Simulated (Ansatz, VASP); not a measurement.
GaCo in VASP and in Ansatz

Contents of INCAR:

```
SYSTEM = GaCo
PREC = Accurate
ENCUT = 520
EDIFF = 1E-7
ISMEAR = 0
SIGMA = 0.15
LREAL = .False.
LASPH = .True.
NELM = 150
ALGO = Normal
ISIF = 2
LWAVE = .False.
LCHARG = .False.
ISPIN = 2
MAGMOM = 0 0.32
LORBIT = 11
LMAXMIX = 4
GGA = PE
NBANDS = 22
```

KPOINTS

```
regular mesh
0
Gamma
  16 16 16
  0 0 0
```

Contents of POSCAR:

```
GaCo
1.0
    2.6524520000      0.0000000000      0.0000000000
    0.0000000000      2.6524520000      0.0000000000
    0.0000000000      0.0000000000      2.6524520000
Ga Co
1 1
Direct
    0.5000000000      0.5000000000      0.5000000000
    0.0000000000      0.0000000000      0.0000000000
```

Input for Ansatz:

```yaml
crystal:
  lattice:
    - [2.652452, 0.0, 0.0]
    - [0.0, 2.652452, 0.0]
    - [0.0, 0.0, 2.652452]
  atoms:
    - { symbol: Ga, position: [0.5, 0.5, 0.5] }
    - { symbol: Co, position: [0.0, 0.0, 0.0], spin: 0.32 }
basis:
  ecutwfc: 420
kpoints:
  mp_grid: { grid: [16, 16, 16] }
hamiltonian:
  xc: pbe
scf:
  occupations: { method: gaussian, width: 0.15 }
output:
  forces: true
  stress: true
  eigenvalues: true
  populations: true
magnetization:
  spin_polarized: true
```

Change from the starting cell: strain -0.080 along x and y, -0.080 along z, atoms carried along.

Alike in both runs: task single point; functional PBE; k mesh 16 × 16 × 16; occupations gaussian, width 0.15 eV; collinear spin.

```csv
,VASP,Ansatz
version,VASP 6.6.1,Ansatz 0.2.0
potentials or method,"VASP PAW PBE potentials, release 64 (Ga_d, Co), cutoff 520 eV","scalar-relativistic, plane waves, PAW"
valence electrons in the cell,22,30
```

|  | VASP | Ansatz | Ansatz less VASP |
| --- | --- | --- | --- |
| gap on the k mesh at the Fermi level (eV) | none | none | - |
| pressure (GPa) | 79.5 | 78.5 | -0.94 |
| net moment per atom (μB) | 0.00 | 0.00 | 0.000 |

A gap of «none» marks a metal or a gap that the smearing closes. Both programs put the cell under a high pressure, so it lies far from rest at this level. VASP's potentials hold 22 valence electrons a cell and Ansatz's 30, so a difference there can come from the potentials and not from the codes. Ansatz's warnings: seeded moment not kept.

Noted on VASP's run: the cell as given lies far from equilibrium.
